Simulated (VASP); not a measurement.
# Cs (Pm-3n) in VASP: notebook

The runs below take Cs through single point, relaxation of cell and atoms, with BLYP.

All numbers are computed with VASP 6.6.1; they aren't measurements. Logs are shortened: lines on timing, memory, paths and dates and some standing lists are left out, and cuts for length are marked.

### Step 1. The cell of the first run

Symmetry: Pm-3n, No. 223, cubic system. The conventional cell has a = 10.046 Å, b = 10.046 Å, c = 10.046 Å, α = 90.00°, β = 90.00°, γ = 90.00°.

### Step 2. Single point, BLYP

File INCAR:

```
SYSTEM = Cs
PREC = Accurate
ENCUT = 520
EDIFF = 1E-6
ISMEAR = -1
SIGMA = 0.1
LREAL = .FALSE.
LASPH = .TRUE.
NELM = 80
ALGO = Normal
ISIF = 2
LWAVE = .FALSE.
LCHARG = .FALSE.
GGA = B5
ALDAX = 1.0
AGGAX = 1.0
AGGAC = 1.0
ALDAC = 0.0
NBANDS = 46
```

File KPOINTS:

```
Automatic mesh
0
G
  3 3 3
  0 0 0
```

File POSCAR:

```
Cs
1.0
   10.0460601760      0.0000000000      0.0000000000
    0.0000000000     10.0460601760      0.0000000000
    0.0000000000      0.0000000000     10.0460601760
Cs
8
Direct
    1.0000000000      1.0000000000      1.0000000000
    0.5000000000      0.5000000000      0.5000000000
    0.2500000000      0.0000000000      0.5000000000
    0.7500000000      1.0000000000      0.5000000000
    0.5000000000      0.2500000000      0.0000000000
    0.5000000000      0.7500000000      0.0000000000
    1.0000000000      0.5000000000      0.2500000000
    1.0000000000      0.5000000000      0.7500000000
```

Potentials or basis: VASP PAW PBE potentials, release 64 (Cs_sv).

On the command line:

```bash
$ cat potpaw_PBE.64/Cs_sv/POTCAR > POTCAR
$ mpirun -np 1 vasp_std > vasp.out
```

OUTCAR:

```text
SYSTEM = Cs
   PREC = Accurate
   ENCUT = 520
   EDIFF = 1E-6
   ISMEAR = -1
   LREAL = .FALSE.
   LASPH = .TRUE.
   NELM = 80
   ISIF = 2
   GGA = B5

 ion  position               nearest neighbor table
   1  0.000  0.000  0.000-
   2  0.500  0.500  0.500-
   3  0.250  0.000  0.500-
   4  0.750  0.000  0.500-
   5  0.500  0.250  0.000-
   6  0.500  0.750  0.000-
   7  0.000  0.500  0.250-
   8  0.000  0.500  0.750-

  LATTYP: Found a simple cubic cell.
 ALAT       =    10.0460601760

  Lattice vectors:

 A1 = (  10.0460601760,   0.0000000000,   0.0000000000)
 A2 = (   0.0000000000,  10.0460601760,   0.0000000000)
 A3 = (   0.0000000000,   0.0000000000,  10.0460601760)

Analysis of symmetry for initial positions (statically):
=====================================================================
 Subroutine PRICEL returns:
 Original cell was already a primitive cell.

 Routine SETGRP: Setting up the symmetry group for a
 simple cubic supercell.

 Subroutine GETGRP returns: Found 48 space group operations
 (whereof 24 operations were pure point group operations)
 out of a pool of 48 trial point group operations.

The static configuration has the point symmetry T_h .
 The point group associated with its full space group is O_h .

Analysis of symmetry for dynamics (positions and initial velocities):
=====================================================================
 Subroutine PRICEL returns:
 Original cell was already a primitive cell.

 Routine SETGRP: Setting up the symmetry group for a
 simple cubic supercell.

 Subroutine GETGRP returns: Found 48 space group operations
 (whereof 24 operations were pure point group operations)
 out of a pool of 48 trial point group operations.

The dynamic configuration has the point symmetry T_h .
 The point group associated with its full space group is O_h .

 Subroutine INISYM returns: Found 48 space group operations
 (whereof 24 operations are pure point group operations),
 and found     1 'primitive' translations

----------------------------------------------------------------------------------------

                                     Primitive cell

  volume of cell :    1013.8818

  direct lattice vectors                    reciprocal lattice vectors
    10.046060176  0.000000000  0.000000000     0.099541510  0.000000000  0.000000000
     0.000000000 10.046060176  0.000000000     0.000000000  0.099541510  0.000000000
     0.000000000  0.000000000 10.046060176     0.000000000  0.000000000  0.099541510

  length of vectors
    10.046060176 10.046060176 10.046060176     0.099541510  0.099541510  0.099541510

  position of ions in fractional coordinates (direct lattice)
     0.000000000  0.000000000  0.000000000
     0.500000000  0.500000000  0.500000000
     0.250000000  0.000000000  0.500000000
     0.750000000  0.000000000  0.500000000
     0.500000000  0.250000000  0.000000000
     0.500000000  0.750000000  0.000000000
     0.000000000  0.500000000  0.250000000
     0.000000000  0.500000000  0.750000000

  ion indices of the primitive-cell ions
   primitive index   ion index
                 1           1
                 2           2
                 3           3
                 4           4
                 5           5
                 6           6
                 7           7
                 8           8

----------------------------------------------------------------------------------------

 KPOINTS: Automatic mesh

Automatic generation of k-mesh.
 Grid dimensions read from file:
 generate k-points for:    3    3    3

 Generating k-lattice:

  Cartesian coordinates                     Fractional coordinates (reciprocal lattice)
     0.033180503  0.000000000  0.000000000     0.333333333  0.000000000  0.000000000
     0.000000000  0.033180503  0.000000000     0.000000000  0.333333333  0.000000000
     0.000000000  0.000000000  0.033180503     0.000000000  0.000000000  0.333333333

  Length of vectors
     0.033180503  0.033180503  0.033180503

  Shift w.r.t. Gamma in fractional coordinates (k-lattice)
     0.000000000  0.000000000  0.000000000

 Subroutine IBZKPT returns following result:
 ===========================================

 Found      4 irreducible k-points:

 Following reciprocal coordinates:
            Coordinates               Weight
  0.000000  0.000000  0.000000      1.000000
  0.333333  0.000000  0.000000      6.000000
  0.333333  0.333333  0.000000     12.000000
  0.333333  0.333333  0.333333      8.000000
   k-points           NKPTS =      4   k-points in BZ     NKDIM =      4   number of bands    NBANDS=     46
   number of dos      NEDOS =    301   number of ions     NIONS =      8
   total plane-waves  NPLWV = 512000
   dimension x,y,z NGX =    80 NGY =   80 NGZ =   80
   dimension x,y,z NGXF=   160 NGYF=  160 NGZF=  160
   ions per type =               8
   NGX,Y,Z   is equivalent  to a cutoff of  13.24, 13.24, 13.24 a.u.
   NGXF,Y,Z  is equivalent  to a cutoff of  26.48, 26.48, 26.48 a.u.
 SYSTEM =  Cs
   PREC   = accura    normal or accurate (medium, high low for compatibility)
   ISTART =      0    job   : 0-new  1-cont  2-samecut
   ICHARG =      2    charge: 1-file 2-atom 10-const
   ISPIN  =      1    spin polarized calculation?
   LNONCOLLINEAR =      F non collinear calculations
   LSORBIT =      F    spin-orbit coupling
   LASPH  =      T    aspherical Exc in radial PAW
   ENCUT  =  520.0 eV  38.22 Ry    6.18 a.u.  18.68 18.68 18.68*2*pi/ulx,y,z
   NELM   =     80;   NELMIN=  2; NELMDL= -5     # of ELM steps
   EDIFF  = 0.1E-05   stopping-criterion for ELM
   LREAL  =      F    real-space projection
   EDIFFG = 0.1E-04   stopping-criterion for IOM
   NSW    =      0    number of steps for IOM
   IBRION =     -1    ionic relax: 0-MD 1-quasi-New 2-CG
   NFREE  =      0    steps in history (QN), initial steepest desc. (CG)
   ISIF   =      2    stress and relaxation
   ISYM   =      2    0-nonsym 1-usesym 2-fastsym
   POTIM  = 0.5000    time-step for ionic-motion
   TEBEG  =    0.0;   TEEND  =   0.0 temperature during run
   PSTRESS=    0.0 pullay stress
   NELECT =      72.0000    total number of electrons
   NUPDOWN=      -1.0000    fix difference up-down
   EMIN   =  10.00;   EMAX   =-10.00  energy-range for DOS
   EFERMI =   0.00;   METHOD = LEGACY
   ISMEAR =    -1;   SIGMA  =   0.10  broadening in eV -4-tet -1-fermi 0-gaus
   EFERMI_NEDOS =   21; number of points for ismear=-14 and -15
   IALGO  =     38    algorithm
   IMIX   =      4    mixing-type and parameters
     AMIX     =   0.40;   BMIX     =  1.00
     AMIX_MAG =   1.60;   BMIX_MAG =  1.00
  volume/ion in A,a.u.               =     126.74       855.25
  Fermi-wavevector in a.u.,A,eV,Ry     =   0.677938  1.281117  6.253234  0.459600
  Thomas-Fermi vector in A             =   1.755694
   LORBIT       =      0    0 simple, 1 ext, 2 COOP (PROOUT), +10 PAW based schemes
   GGA     = B5    functional components
   LHFCALC =     F    Hartree Fock is set to
   AEXX    =    0.0000 exact exchange contribution
   IVDW    =     0    specifies the selected vdW correction
   LEPSILON=     F    determine dielectric tensor
   LRPA    =     F    only Hartree local field effects (RPA)
 non-spin polarized calculation
  energy-cutoff  :      520.00
  volume of cell :     1013.88
 maximum number of plane-waves:     27320
 NGX is ok and might be reduce to    80
   NGX = 37   NGY = 37   NGZ = 37

 number of electron      71.9999992 magnetization

 Free energy of the ion-electron system (eV)
  ---------------------------------------------------
  ext. energy  EPLUGINS =         0.00000000
  ---------------------------------------------------
  free energy    TOTEN  =        -4.29855817 eV

  energy without entropy =       -3.96094999  energy(sigma->0) =       -4.12975408

 E-fermi :   0.6689     XC(G=0):  -4.7433

 val. band max:        0.6436387996   @ k =   0.3333   0.0000   0.0000
 cond. band min:       0.6754320907   @ k =   0.3333   0.0000   0.0000
 fundamental gap:      0.0317932911
 Fermi energy:         0.6688766335

 k-point     1 :       0.0000    0.0000    0.0000
  band No.  band energies     occupation
      1     -23.3516      2.00000
      2     -23.3504      2.00000
      3     -23.3504      2.00000
      4     -23.3443      2.00000
      5     -23.3443      2.00000
      6     -23.3443      2.00000
[... 38 lines left out ...]
     45       1.6568      0.00010
     46       1.7323      0.00005

 k-point     2 :       0.3333    0.0000    0.0000
  band No.  band energies     occupation
      1     -23.3511      2.00000
      2     -23.3506      2.00000
      3     -23.3491      2.00000
      4     -23.3459      2.00000
      5     -23.3443      2.00000
      6     -23.3443      2.00000
[... 38 lines left out ...]
     45       1.7331      0.00005
     46       1.7331      0.00005

 k-point     3 :       0.3333    0.3333    0.0000
  band No.  band energies     occupation
      1     -23.3508      2.00000
      2     -23.3494      2.00000
      3     -23.3489      2.00000
      4     -23.3460      2.00000
      5     -23.3459      2.00000
      6     -23.3443      2.00000
[... 38 lines left out ...]
     45       1.7119      0.00006
     46       1.8259      0.00002

 k-point     4 :       0.3333    0.3333    0.3333
  band No.  band energies     occupation
      1     -23.3494      2.00000
      2     -23.3490      2.00000
      3     -23.3490      2.00000
      4     -23.3460      2.00000
      5     -23.3460      2.00000
      6     -23.3459      2.00000
[... 38 lines left out ...]
     45       1.8577      0.00001
     46       1.9273      0.00001

------------------------ aborting loop because EDIFF is reached ----------------------------------------

  FORCE on cell =-STRESS in cart. coord.  units (eV):
  Direction    XX          YY          ZZ          XY          YZ          ZX
  --------------------------------------------------------------------------------------
  -------------------------------------------------------------------------------------
  Total        0.0196556      0.0196556      0.0196556      0.0000000      0.0000000      0.0000000
  in kB        0.0310606      0.0310606      0.0310606      0.0000000      0.0000000      0.0000000
  external PRESSURE =       0.0310606 kB  Pullay stress =       0.0000000 kB

 VOLUME and BASIS-vectors are now :
 -----------------------------------------------------------------------------
  energy-cutoff  :      520.00
  volume of cell :     1013.88
      direct lattice vectors                 reciprocal lattice vectors
    10.046060176  0.000000000  0.000000000     0.099541510  0.000000000  0.000000000
     0.000000000 10.046060176  0.000000000     0.000000000  0.099541510  0.000000000
     0.000000000  0.000000000 10.046060176     0.000000000  0.000000000  0.099541510

 POSITION                                       TOTAL-FORCE (eV/Angst)
 -----------------------------------------------------------------------------------
      0.00000      0.00000      0.00000         0.000000     -0.000000     -0.000000
      5.02303      5.02303      5.02303         0.000000     -0.000000     -0.000000
      2.51152      0.00000      5.02303         0.000000     -0.000000      0.000000
      7.53455      0.00000      5.02303        -0.000000      0.000000     -0.000000
      5.02303      2.51152      0.00000        -0.000000     -0.000000     -0.000000
      5.02303      7.53455      0.00000         0.000000      0.000000      0.000000
      0.00000      5.02303      2.51152         0.000000     -0.000000     -0.000000
      0.00000      5.02303      7.53455         0.000000      0.000000     -0.000000
 -----------------------------------------------------------------------------------
    total drift:                                0.000000     -0.000000      0.000000

  FREE ENERGIE OF THE ION-ELECTRON SYSTEM (eV)
  ---------------------------------------------------
  free  energy   TOTEN  =        -4.2985581669 eV

  energy  without entropy=       -3.9609499866  energy(sigma->0) =       -4.12975408
```

Run time: 4.8 min. Hardware: 1 thread of Intel Xeon 6975P-C (Granite Rapids), shared host; peak memory 0.92 GiB.

Results:

* Free energy: -4.2986 eV
* Pressure: 0.0 GPa

Caveat: the PAW data sets were made with another functional, which shifts forces and pressure a little; spin-orbit coupling is left out, which moves the levels of the heavy elements.

### Step 3. Relaxation of cell and atoms, BLYP

This run uses another cell than the first one, of 110.45 Å³/atom.

File INCAR:

```
AGGAC = 1.0 ; AGGAX = 1.0
ALDAC = 0.0 ; ALDAX = 1.0
ALGO = Normal ; EDIFF = 1E-6
EDIFFG = -0.01 ; ENCUT = 600
GGA = B5 ; IBRION = 2
ISIF = 3 ; ISMEAR = -1
LASPH = True ; LCHARG = False
LREAL = False ; LWAVE = False
NELM = 60 ; NSW = 80
PREC = Accurate ; SIGMA = 0.1
```

File KPOINTS:

```
k-points
0
Gamma
  3 3 3
```

File POSCAR:

```
Cs
1.0
    9.5958393591      0.0000000000      0.0000000000
    0.0000000000      9.5958393591      0.0000000000
    0.0000000000      0.0000000000      9.5958393591
Cs
8
Direct
    0.0000000000      0.0000000000      0.0000000000
    0.5000000000      0.5000000000      0.5000000000
    0.2500000000      0.0000000000      0.5000000000
    0.7500000000      0.0000000000      0.5000000000
    0.5000000000      0.2500000000      0.0000000000
    0.5000000000      0.7500000000      0.0000000000
    0.0000000000      0.5000000000      0.2500000000
    0.0000000000      0.5000000000      0.7500000000
```

Potentials or basis: VASP PAW PBE potentials, release 64 (Cs_sv).

On the command line:

```bash
$ cat potpaw_PBE.64/Cs_sv/POTCAR > POTCAR
$ mpirun -np 1 vasp_std > vasp.out
```

It took 13 min on 1 thread of Intel Xeon 6975P-C (Granite Rapids), shared host; peak memory 1 GiB.

The run converged. Its results:

```yaml
Free_energy: -4.2945 eV
Relaxed_volume: 126.51 Å³/atom
Relaxed_cell: a = 10.040 Å, b = 10.040 Å, c = 10.040 Å, α = 90.00°, β = 90.00°, γ = 90.00°
Space_group_after_relaxing_to_0.1_Å: Pm-3n (No. 223)
Energy_gained_by_relaxing: 12.8 meV/atom
Ionic_steps: 4
Pressure_after_relaxing: 0.0 GPa
```

Step by step:
| step | energy change (eV) | largest force (eV/Å) | pressure (GPa) | volume (Å³) |
| --- | --- | --- | --- | --- |
| 1 | 0.0000 | 0.0000 | 0.27 | 883.59 |
| 2 | -0.0370 | 0.0000 | 0.21 | 907.97 |
| 3 | -0.0973 | 0.0000 | 0.05 | 983.79 |
| 4 | -0.1026 | 0.0000 | 0.00 | 1012.10 |

Final structure:
```xyz
8
Lattice="10.0402 0.0000 0.0000 0.0000 10.0402 0.0000 0.0000 0.0000 10.0402" Properties=species:S:1:pos:R:3 pbc="T T T"
Cs    0.0000    0.0000   10.0402
Cs    5.0201    5.0201    5.0201
Cs    2.5100   10.0402    5.0201
Cs    7.5301    0.0000    5.0201
Cs    5.0201    2.5100   10.0402
Cs    5.0201    7.5301    0.0000
Cs   10.0402    5.0201    2.5100
Cs   10.0402    5.0201    7.5301
```

Levels at points of the mesh, in eV from the Fermi level:
```
           k point  band 33  band 34  band 35  band 36  band 37  band 38  band 39  band 40
(0.00, 0.00, 0.00)    -1.58    -0.18    -0.18    -0.12     0.34     0.34     0.34     0.92
```

Caveat: the PAW data sets were made with another functional, which shifts forces and pressure a little; spin-orbit coupling is left out, which moves the levels of the heavy elements.
